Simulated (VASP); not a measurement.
# SrTiO3 (C2/m) in VASP: notebook

Runs on SrTiO3. Level: PBE. Tasks: single point.

All numbers are computed with VASP 6.6.1; they aren't measurements. Logs are shortened: lines on timing, memory, paths and dates and some standing lists are left out, and cuts for length are marked.

**1. The cell of the first run**

Symmetry: C2/m, No. 12, monoclinic system. The conventional cell has a = 8.131 Å, b = 8.040 Å, c = 5.701 Å, α = 90.00°, β = 134.43°, γ = 90.00°. Within 3.6 Å of Sr (site symmetry m) lie 12 O at 2.73 to 3.03 Å and 8 Ti at 3.49 to 3.53 Å. Within 2.7 Å of Ti (site symmetry -1) lie 6 O at 2.02 to 2.04 Å. O (site symmetry 2) has 2 Ti at 2.03 Å within 2.7 Å. Within 3.1 Å of O (site symmetry m) lie 2 Ti at 2.02 Å and 4 Sr at 2.73 to 3.03 Å and 8 O at 2.86 to 2.88 Å. O (site symmetry 2) has 2 Ti at 2.04 Å and 4 Sr at 2.74 to 2.99 Å and 8 O at 2.86 to 2.91 Å within 3.0 Å.

**2. Single point, PBE**

The input, INCAR:

```
PREC = Accurate ; ENCUT = 520
EDIFF = 1E-6 ; ISMEAR = 0
SIGMA = 0.05 ; LREAL = False
LASPH = True ; NELM = 100
ALGO = Normal ; ISIF = 2
LWAVE = False ; LCHARG = False
GGA = PE ; NBANDS = 51
```

The input, KPOINTS:

```
regular mesh
0
Gamma
  8 8 8
```

The input, POSCAR:

```
SrTiO3
1.0
   -2.8161885026      2.8686799772      4.0651292310
    2.8686799772     -2.8161885026      4.0651292310
    2.8531302873      2.8531302873     -4.0281874462
Sr Ti O
2 2 6
Direct
    0.7500000000      0.2500000000      0.5000000000
    0.2500000000      0.7500000000      0.5000000000
    0.0000000000      0.0000000000      0.0000000000
    0.5000000000      0.5000000000      0.0000000000
    0.2500000000      0.2500000000      0.0000000000
    0.7500000000      0.7500000000      0.0000000000
    0.7280787197      0.2280787197      0.9561574394
    0.2280787197      0.2719212803      0.5000000000
    0.2719212803      0.7719212803      0.0438425606
    0.7719212803      0.7280787197      0.5000000000
```

Potentials or basis: VASP PAW PBE potentials, release 64 (Sr_sv, Ti_sv, O).

Run with:

```bash
> cat potpaw_PBE.64/Sr_sv/POTCAR potpaw_PBE.64/Ti_sv/POTCAR potpaw_PBE.64/O/POTCAR > POTCAR
> mpirun -np 1 vasp_std > vasp.out
```

OUTCAR:

```text
PREC = Accurate
   ENCUT = 520
   EDIFF = 1E-6
   ISMEAR = 0
   LREAL = False
   LASPH = True
   NELM = 100
   ISIF = 2
   GGA = PE

 ion  position               nearest neighbor table
   1  0.750  0.250  0.500-   7 2.73   8 2.74  10 2.74   9 2.78   5 2.86   6 2.86   6 2.86   5 2.86
                             7 2.98   8 2.99  10 2.99   9 3.03   4 3.49   3 3.49   4 3.49   3 3.49
   2  0.250  0.750  0.500-   9 2.73   8 2.74  10 2.74   7 2.78   5 2.86   6 2.86   5 2.86   6 2.86
                             9 2.98   8 2.99  10 2.99   7 3.03   4 3.49   3 3.49   4 3.49   3 3.49
   3  0.000  0.000  0.000-   7 2.02   9 2.02   5 2.03   6 2.03   8 2.04  10 2.04   1 3.49   1 3.49
                             2 3.49   2 3.49   1 3.53   2 3.53   1 3.53   2 3.53
   4  0.500  0.500  0.000-   7 2.02   9 2.02   5 2.03   6 2.03  10 2.04   8 2.04   1 3.49   1 3.49
                             2 3.49   2 3.49   2 3.53   1 3.53   2 3.53   1 3.53
   5  0.250  0.250  0.000-   3 2.03   4 2.03   1 2.86   2 2.86   2 2.86   1 2.86
   6  0.750  0.750  0.000-   3 2.03   4 2.03   1 2.86   2 2.86   1 2.86   2 2.86
   7  0.728  0.228  0.956-   3 2.02   4 2.02   1 2.73   2 2.78   1 2.98   2 3.03
   8  0.228  0.272  0.500-   4 2.04   3 2.04   1 2.74   2 2.74   1 2.99   2 2.99
   9  0.272  0.772  0.044-   3 2.02   4 2.02   2 2.73   1 2.78   2 2.98   1 3.03
  10  0.772  0.728  0.500-   3 2.04   4 2.04   1 2.74   2 2.74   1 2.99   2 2.99

  LATTYP: Found a base centered monoclinic cell.
 ALAT       =     8.1305973562
 B/A-ratio  =     0.9888102623
 C/A-ratio  =     0.7012388750
 COS(beta)  =    -0.7000238587

  Lattice vectors:

 A1 = (  -2.8161885026,   2.8686799772,   4.0651292310)
 A2 = (   2.8686799772,  -2.8161885026,   4.0651292310)
 A3 = (   2.8531302873,   2.8531302873,  -4.0281874462)

Analysis of symmetry for initial positions (statically):
=====================================================================
 Subroutine PRICEL returns:
 Original cell was already a primitive cell.

 Routine SETGRP: Setting up the symmetry group for a
 base centered monoclinic supercell.

 Subroutine GETGRP returns: Found  4 space group operations
 (whereof  2 operations were pure point group operations)
 out of a pool of  4 trial point group operations.

The static configuration has the point symmetry S_2 .
 The point group associated with its full space group is C_2h.

Analysis of symmetry for dynamics (positions and initial velocities):
=====================================================================
 Subroutine PRICEL returns:
 Original cell was already a primitive cell.

 Routine SETGRP: Setting up the symmetry group for a
 base centered monoclinic supercell.

 Subroutine GETGRP returns: Found  4 space group operations
 (whereof  2 operations were pure point group operations)
 out of a pool of  4 trial point group operations.

The dynamic configuration has the point symmetry S_2 .
 The point group associated with its full space group is C_2h.

 Subroutine INISYM returns: Found  4 space group operations
 (whereof  2 operations are pure point group operations),
 and found     1 'primitive' translations

----------------------------------------------------------------------------------------

                                     Primitive cell

  volume of cell :     133.0722

  direct lattice vectors                    reciprocal lattice vectors
    -2.816188503  2.868679977  4.065129231    -0.001910303  0.173995261  0.121886286
     2.868679977 -2.816188503  4.065129231     0.173995261 -0.001910303  0.121886286
     2.853130287  2.853130287 -4.028187446     0.173663119  0.173663119 -0.002242446

  length of vectors
     5.717124991  5.717124991  5.701490943     0.212448269  0.212448269  0.245606975

  position of ions in fractional coordinates (direct lattice)
     0.750000000  0.250000000  0.500000000
     0.250000000  0.750000000  0.500000000
     0.000000000  0.000000000  0.000000000
     0.500000000  0.500000000  1.000000000
     0.250000000  0.250000000  1.000000000
     0.750000000  0.750000000  1.000000000
     0.728078720  0.228078720  0.956157439
     0.228078720  0.271921280  0.500000000
     0.271921280  0.771921280  0.043842561
     0.771921280  0.728078720  0.500000000

  ion indices of the primitive-cell ions
   primitive index   ion index
                 1           1
                 2           2
                 3           3
                 4           4
                 5           5
                 6           6
                 7           7
                 8           8
                 9           9
                10          10

----------------------------------------------------------------------------------------

 KPOINTS: regular mesh

Automatic generation of k-mesh.
 Grid dimensions read from file:
 generate k-points for:    8    8    8

 Generating k-lattice:

  Cartesian coordinates                     Fractional coordinates (reciprocal lattice)
    -0.000238788  0.021749408  0.015235786     0.125000000 -0.000000000  0.000000000
     0.021749408 -0.000238788  0.015235786    -0.000000000  0.125000000  0.000000000
     0.021707890  0.021707890 -0.000280306    -0.000000000 -0.000000000  0.125000000

  Length of vectors
     0.026556034  0.026556034  0.030700872

  Shift w.r.t. Gamma in fractional coordinates (k-lattice)
     0.000000000  0.000000000  0.000000000

 Subroutine IBZKPT returns following result:
 ===========================================

 Found    150 irreducible k-points:

 Following reciprocal coordinates:
            Coordinates               Weight
  0.000000  0.000000  0.000000      1.000000
  0.125000  0.000000 -0.000000      4.000000
  0.250000  0.000000 -0.000000      4.000000
  0.375000  0.000000  0.000000      4.000000
  0.500000  0.000000 -0.000000      2.000000
  0.125000  0.125000  0.000000      2.000000
[... 16 lines left out ...]
  0.125000  0.000000  0.125000      4.000000
  0.250000 -0.000000  0.125000      4.000000
 [... further k-points ...]
   k-points           NKPTS =    150   k-points in BZ     NKDIM =    150   number of bands    NBANDS=     51
   number of dos      NEDOS =    301   number of ions     NIONS =     10
   total plane-waves  NPLWV =  96768
   dimension x,y,z NGX =    48 NGY =   48 NGZ =   42
   dimension x,y,z NGXF=    96 NGYF=   96 NGZF=   84
   ions per type =               2   2   6
   NGX,Y,Z   is equivalent  to a cutoff of  13.96, 13.96, 12.25 a.u.
   NGXF,Y,Z  is equivalent  to a cutoff of  27.92, 27.92, 24.49 a.u.
 SYSTEM =  unknown system
   PREC   = accura    normal or accurate (medium, high low for compatibility)
   ISTART =      0    job   : 0-new  1-cont  2-samecut
   ICHARG =      2    charge: 1-file 2-atom 10-const
   ISPIN  =      1    spin polarized calculation?
   LNONCOLLINEAR =      F non collinear calculations
   LSORBIT =      F    spin-orbit coupling
   LASPH  =      T    aspherical Exc in radial PAW
   ENCUT  =  520.0 eV  38.22 Ry    6.18 a.u.  10.63 10.63 10.60*2*pi/ulx,y,z
   NELM   =    100;   NELMIN=  2; NELMDL= -5     # of ELM steps
   EDIFF  = 0.1E-05   stopping-criterion for ELM
   LREAL  =      F    real-space projection
   EDIFFG = 0.1E-04   stopping-criterion for IOM
   NSW    =      0    number of steps for IOM
   IBRION =     -1    ionic relax: 0-MD 1-quasi-New 2-CG
   NFREE  =      0    steps in history (QN), initial steepest desc. (CG)
   ISIF   =      2    stress and relaxation
   ISYM   =      2    0-nonsym 1-usesym 2-fastsym
   POTIM  = 0.5000    time-step for ionic-motion
   TEBEG  =    0.0;   TEEND  =   0.0 temperature during run
   PSTRESS=    0.0 pullay stress
   NELECT =      80.0000    total number of electrons
   NUPDOWN=      -1.0000    fix difference up-down
   EMIN   =  10.00;   EMAX   =-10.00  energy-range for DOS
   EFERMI =   0.00;   METHOD = LEGACY
   ISMEAR =     0;   SIGMA  =   0.05  broadening in eV -4-tet -1-fermi 0-gaus
   EFERMI_NEDOS =   21; number of points for ismear=-14 and -15
   IALGO  =     38    algorithm
   IMIX   =      4    mixing-type and parameters
     AMIX     =   0.40;   BMIX     =  1.00
     AMIX_MAG =   1.60;   BMIX_MAG =  1.00
  volume/ion in A,a.u.               =      13.31        89.80
  Fermi-wavevector in a.u.,A,eV,Ry     =   1.381685  2.611006 25.974256  1.909054
  Thomas-Fermi vector in A             =   2.506447
   LORBIT       =      0    0 simple, 1 ext, 2 COOP (PROOUT), +10 PAW based schemes
   GGA     = PE    functional components
   LHFCALC =     F    Hartree Fock is set to
   AEXX    =    0.0000 exact exchange contribution
   IVDW    =     0    specifies the selected vdW correction
   LEPSILON=     F    determine dielectric tensor
   LRPA    =     F    only Hartree local field effects (RPA)
 non-spin polarized calculation
 Gauss-broadening in eV      SIGMA  =   0.05
  energy-cutoff  :      520.00
  volume of cell :      133.07
 maximum number of plane-waves:      3613
 NGX is ok and might be reduce to    48
   NGX = 21   NGY = 21   NGZ = 21

 number of electron      79.9999988 magnetization

 Free energy of the ion-electron system (eV)
  ---------------------------------------------------
  ext. energy  EPLUGINS =         0.00000000
  ---------------------------------------------------
  free energy    TOTEN  =       -79.77250842 eV

  energy without entropy =      -79.77250842  energy(sigma->0) =      -79.77250842

 E-fermi :   3.5166     XC(G=0): -10.6962

 val. band max:        3.2258495424   @ k =  -0.0000  -0.0000   0.1250
 cond. band min:       4.9109239842   @ k =   0.0000   0.0000   0.0000
 fundamental gap:      1.6850744419
 Fermi energy:         3.5165853495

 k-point     1 :       0.0000    0.0000    0.0000
  band No.  band energies     occupation
      1     -53.6590      2.00000
      2     -53.6566      2.00000
      3     -29.8837      2.00000
      4     -29.8814      2.00000
      5     -29.8678      2.00000
      6     -29.8490      2.00000
[... 43 lines left out ...]
     50       8.6048      0.00000
     51       8.9204      0.00000
[... 1240 lines left out ...]
     50       9.6500      0.00000
     51       9.8347      0.00000

 [... further k-points ...]

------------------------ aborting loop because EDIFF is reached ----------------------------------------

  FORCE on cell =-STRESS in cart. coord.  units (eV):
  Direction    XX          YY          ZZ          XY          YZ          ZX
  --------------------------------------------------------------------------------------
  -------------------------------------------------------------------------------------
  Total       -9.8326272     -9.8326272    -10.0206582     -0.7720414     -1.0400498     -1.0400499
  in kB     -118.3839898   -118.3839898   -120.6478675     -9.2953123    -12.5221101    -12.5221112
  external PRESSURE =    -119.1386157 kB  Pullay stress =       0.0000000 kB

 VOLUME and BASIS-vectors are now :
 -----------------------------------------------------------------------------
  energy-cutoff  :      520.00
  volume of cell :      133.07
      direct lattice vectors                 reciprocal lattice vectors
    -2.816188503  2.868679977  4.065129231    -0.001910303  0.173995261  0.121886286
     2.868679977 -2.816188503  4.065129231     0.173995261 -0.001910303  0.121886286
     2.853130287  2.853130287 -4.028187446     0.173663119  0.173663119 -0.002242446

 POSITION                                       TOTAL-FORCE (eV/Angst)
 -----------------------------------------------------------------------------------
      0.03159      2.87403      2.05104        -0.013751     -0.013751     -0.007067
      2.87403      0.03159      2.05104         0.013751      0.013751      0.007067
      0.00000      0.00000      0.00000        -0.000000      0.000000      0.000000
      0.02625      0.02625      4.06513         0.000000     -0.000000      0.000000
      0.01312      0.01312      2.03256         0.001104     -0.001104      0.000000
      0.03937      0.03937      6.09769        -0.001104      0.001104      0.000000
      1.33192      4.17435      0.03532         0.036735      0.036735     -0.006829
      1.56431      1.31507      0.01847        -0.031600      0.031600      0.000000
      1.57370     -1.26873      4.06675        -0.036735     -0.036735      0.006829
      1.34131      1.59055      4.08360         0.031600     -0.031600      0.000000
 -----------------------------------------------------------------------------------
    total drift:                                0.000000      0.000000      0.000000

  FREE ENERGIE OF THE ION-ELECTRON SYSTEM (eV)
  ---------------------------------------------------
  free  energy   TOTEN  =       -79.7725084170 eV

  energy  without entropy=      -79.7725084170  energy(sigma->0) =      -79.77250842
```

Run time: 34 min. Hardware: 1 thread of Oxide Virtual Turin-like, shared host; peak memory 0.86 GiB.

What came out:

- Free energy: -79.7725 eV
- Pressure: -11.9 GPa
- Largest force: 0.052 eV/Å
- Band gap on the k mesh: 1.69 eV

Forces on the atoms (eV/Å):
```
Sr  -0.014 -0.014 -0.007
Sr   0.014  0.014  0.007
Ti   0.000  0.000  0.000
Ti   0.000  0.000  0.000
O    0.001 -0.001  0.000
O   -0.001  0.001  0.000
O    0.037  0.037 -0.007
O   -0.032  0.032  0.000
O   -0.037 -0.037  0.007
O    0.032 -0.032  0.000
```

Caveat: the cell stands under tension. A k mesh can miss the band edges.

**3. Single point, PBE**

This run uses another cell than the first one, of 12.92 Å³/atom.

The input, INCAR:

```
SYSTEM = SrTiO3
PREC = Accurate
ENCUT = 520
EDIFF = 1E-7
ISMEAR = 0
SIGMA = 0.05
LREAL = .FALSE.
LASPH = .TRUE.
NELM = 100
ALGO = Normal
ISIF = 2
LWAVE = .FALSE.
LCHARG = .FALSE.
GGA = PE
NBANDS = 51
```

The input, KPOINTS:

```
regular mesh
0
G
  8 8 8
  0 0 0
```

POSCAR, as its differences from that of step 2:

```diff
@@ -2,5 +2,5 @@
 1.0
-   -2.8161885026      2.8686799772      4.0651292310
-    2.8686799772     -2.8161885026      4.0651292310
-    2.8531302873      2.8531302873     -4.0281874462
+   -2.7884127246      2.8409041992      4.0256619569
+    2.8409041992     -2.7884127246      4.0256619569
+    2.8253545094      2.8253545094     -3.9887201722
 Sr Ti O
```

Potentials or basis: VASP PAW PBE potentials, release 64 (Sr_sv, Ti_sv, O).

Run with:

```bash
> cat potpaw_PBE.64/Sr_sv/POTCAR potpaw_PBE.64/Ti_sv/POTCAR potpaw_PBE.64/O/POTCAR > POTCAR
> mpirun -np 1 vasp_std > vasp.out
```

Wall time 40 min (1 thread of Oxide Virtual Turin-like, shared host); peak memory 0.8 GiB.

Results (log left out):

```yaml
Free_energy: -80.0116 eV
Pressure: -8.3 GPa
Largest_force: 0.038 eV/Å
Band_gap_on_the_k_mesh: 1.75 eV
```

Forces on the atoms (eV/Å):
```
Sr  -0.016 -0.016 -0.010
Sr   0.016  0.016  0.010
Ti   0.000  0.000  0.000
Ti   0.000  0.000  0.000
O    0.001 -0.001  0.000
O   -0.001  0.001  0.000
O    0.026  0.026 -0.010
O   -0.024  0.024  0.000
O   -0.026 -0.026  0.010
O    0.024 -0.024  0.000
```

Stress tensor (GPa, compression positive):
```
-8.26 -1.08 -1.33
-1.08 -8.26 -1.33
-1.33 -1.33 -8.43
```

Levels at points of the mesh, in eV from the valence-band top:
```csv
k point,band 37,band 38,band 39,band 40,band 41,band 42,band 43,band 44
"(0.00, 0.00, 0.00)",-0.31,-0.12,-0.02,0.00,1.75,1.75,1.80,3.59
"(0.50, 0.00, 0.00)",-0.70,-0.68,-0.51,-0.51,3.00,3.02,3.05,3.06
"(0.50, 0.50, 0.00)",-1.35,-0.77,-0.61,-0.07,1.86,3.27,3.38,3.38
"(0.00, 0.00, 0.50)",-1.31,-0.68,-0.68,-0.04,1.87,3.30,3.31,3.36
"(0.50, 0.00, 0.50)",-0.76,-0.73,-0.54,-0.52,2.99,3.00,3.04,3.08
"(0.50, 0.50, 0.50)",-1.40,-0.65,-0.64,-0.08,1.89,3.26,3.31,3.43
```

Caveat: the cell stands under tension. A k mesh can miss the band edges.

[end of part 1 of 3]
